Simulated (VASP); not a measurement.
# BAs: single point with PBE

Crystal: BAs.

```xyz
2
Lattice="0.0000 2.4558 2.2594 2.4558 0.0000 2.2594 2.4558 2.4558 0.0000" Properties=species:S:1:pos:R:3 pbc="T T T"
B     0.0000    0.0000    0.0000
As    3.6837    3.6837    3.3890
```

This cell differs from its parent crystal: ratio of the length along z to the lengths across it x 0.92, volume and fractional coordinates fixed.

| Property | Result |
| --- | --- |
| Program | VASP 6.6.1 |
| Task | single point |
| Functional | PBE |
| Potentials or basis | VASP PAW PBE potentials, release 64 (B, As) |
| Cutoff | 520 eV |
| k mesh | 12 × 12 × 12 |
| Occupations | gaussian, width 0.05 eV |
| Spin | no spin polarisation |
| Dipole correction | no |
| Further INCAR settings | ALGO = Normal; EDIFF = 1e-06; NBANDS = 11 |

```
Pressure               : 3.3 GPa
Band gap on the k mesh : zero (band 4 reaches 6.62 eV, above the bottom of band 5 at 6.61 eV)
```

Stress tensor (GPa, compression positive):
```
-1.64  0.00  0.00
 0.00 -1.64  0.00
 0.00  0.00 13.25
```

Levels at points of the mesh, in eV from the Fermi level:
```
           k point  band 2  band 3  band 4  band 5  band 6  band 7
(0.00, 0.00, 0.00)   -0.71   -0.71    0.03    2.49    3.04    3.04
(0.50, 0.00, 0.00)   -9.24   -2.74   -1.83    1.92    3.97    4.98
(0.50, 0.50, 0.00)   -8.52   -5.04   -5.04    0.31    0.35   10.91
(0.50, 0.00, 0.50)   -9.21   -4.31   -4.18    1.32    1.35   10.10
```

It took 40 s on 1 thread of Intel Xeon 6975P-C, on a shared host, peak memory 0.2 GiB.
